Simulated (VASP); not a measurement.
Crystal: Ti3Al.

```xyz
4
Lattice="2.9275 0.0000 0.0000 -1.4638 2.5353 0.0000 0.0000 0.0000 9.2264" Properties=species:S:1:pos:R:3 pbc="T T T"
Ti    0.0000    1.6902    2.3011
Ti    0.0000    1.6902    6.9253
Ti    1.4638    0.8451    0.0000
Al    1.4638    0.8451    4.6132
```

Base run:

* Program: VASP 6.6.1
* Functional: PBEsol
* Potentials or basis: VASP PAW PBE potentials, release 64 (Ti_sv, Al)
* Cutoff: 520 eV
* k mesh: 10 × 10 × 3
* Occupations: fermi-dirac, width 0.05 eV
* Spin: no spin polarisation

Its results: pressure -3.6 GPa; largest force 0.091 eV/Å.

Problem. The run is repeated on the same cell with these changes: further incar settings from ALGO = Fast; EDIFF = 1e-07; NBANDS = 28 to ALGO = Normal; EDIFF = 1e-06; NBANDS = 28; dispersion from none to D3(BJ). What comes out?

Solution. Pressure -8.5 GPa; largest force 0.092 eV/Å.

Caveats: the PAW data sets were made with another functional, which shifts forces and pressure a little; three body term missing (some runs); pairwise dispersion overbinds metals, which lowers pressure and volume (some runs).
